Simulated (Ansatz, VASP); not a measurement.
# AlAs3: VASP beside Ansatz

```xyz
8
Lattice="5.2755 0.0000 0.0000 -2.6378 4.5687 0.0000 0.0000 0.0000 7.2757" Properties=species:S:1:pos:R:3 pbc="T T T"
Al    2.6378    1.5229    1.8189
Al    0.0000    3.0458    5.4568
As    0.7236    1.2533    0.0000
As    1.9142    3.3154    3.6379
As    1.4472    0.0000    3.6379
As   -1.9142    3.3154    0.0000
As    3.8283    0.0000    0.0000
As   -0.7236    1.2533    3.6379
```

Change from the starting cell: species swapped into the PI3 type (P6_3, No. 173).

Alike in both runs: functional PBE; k mesh 12 × 12 × 6; occupations gaussian, width 0.1 eV; no spin polarisation.

Ansatz relaxed the structure, and its values are those at the end. VASP's run is a single point on that final structure, the one shown.

|  | VASP | Ansatz |
| --- | --- | --- |
| version | VASP 6.6.1 | Ansatz 0.2.0 |
| potentials or method | VASP PAW PBE potentials, release 64 (Al, As), cutoff 520 eV | scalar-relativistic, plane waves, PAW |
| valence electrons in the cell | 36 | 96 |

Ansatz gave:

- gap on the k mesh at the Fermi level (eV): none
- pressure (GPa): 0.0
- rms of the force components (eV/Å): 0.000

Q: What did VASP give for the same quantities?

A: gap on the k mesh at the Fermi level (eV): none; pressure (GPa): 0.2; rms of the force components (eV/Å): 0.023.

A gap of «none» marks a metal or a gap that the smearing closes. With one functional, cell and mesh, what is left measures potentials, basis and numerics. VASP's potentials hold 36 valence electrons a cell and Ansatz's 96, so a difference there can come from the potentials and not from the codes.
